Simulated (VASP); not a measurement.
A run of VASP 6.6.1:

POSCAR

```
BN
1.0
    2.5539396017      0.0000000000      0.0000000000
   -1.2769698009      2.2117765748      0.0000000000
    0.0000000000      0.0000000000      4.2268550000
B N
2 2
Direct
    0.6666666667      0.3333333333      0.9997240000
    0.3333333333      0.6666666667      0.4997240000
    0.6666666667      0.3333333333      0.5188138668
    0.3333333333      0.6666666667      0.1252760000
```

INCAR.step1

```
SYSTEM = BN
ALGO = Normal ; EDIFF = 1E-4
ENCUT = 520 ; GGA = PE
ISMEAR = 0 ; LASPH = .True.
LCHARG = .False. ; LREAL = .False.
LWAVE = .True. ; NBANDS = 16
NELM = 80 ; PREC = Accurate
SIGMA = 0.05
```

INCAR.step2

```
SYSTEM = BN
ALGO = Normal ; EDIFF = 1E-7
ENCUT = 520 ; ISIF = 2
ISMEAR = 0 ; ISTART = 1
LASPH = .True. ; LCHARG = .True.
LELF = .True. ; LMIXTAU = .True.
LREAL = .False. ; LVHAR = .True.
LWAVE = .False. ; METAGGA = R2SCAN
NBANDS = 16 ; NELM = 80
PREC = Accurate ; SIGMA = 0.05
```

File KPOINTS:

```
k-points
0
Gamma
  12 12 6
  0 0 0
```

Potentials or basis: VASP PAW PBE potentials, release 64 (B, N).

Command:

```console
$ cat potpaw_PBE.64/B/POTCAR potpaw_PBE.64/N/POTCAR > POTCAR
$ cp INCAR.step1 INCAR
$ mpirun -np 1 vasp_std > vasp.out
$ cp INCAR.step2 INCAR
$ mpirun -np 1 vasp_std > vasp.out
```

Hardware: 1 thread of Intel(R) Xeon(R) Platinum 8559C (Emerald Rapids), with other jobs on the host.

Question: How long does it take, and how much memory?

Answer: It took 110 s on 1 thread of Intel(R) Xeon(R) Platinum 8559C (Emerald Rapids), with other jobs on the host, peak memory 0.15 GiB. Counts: k points 100.
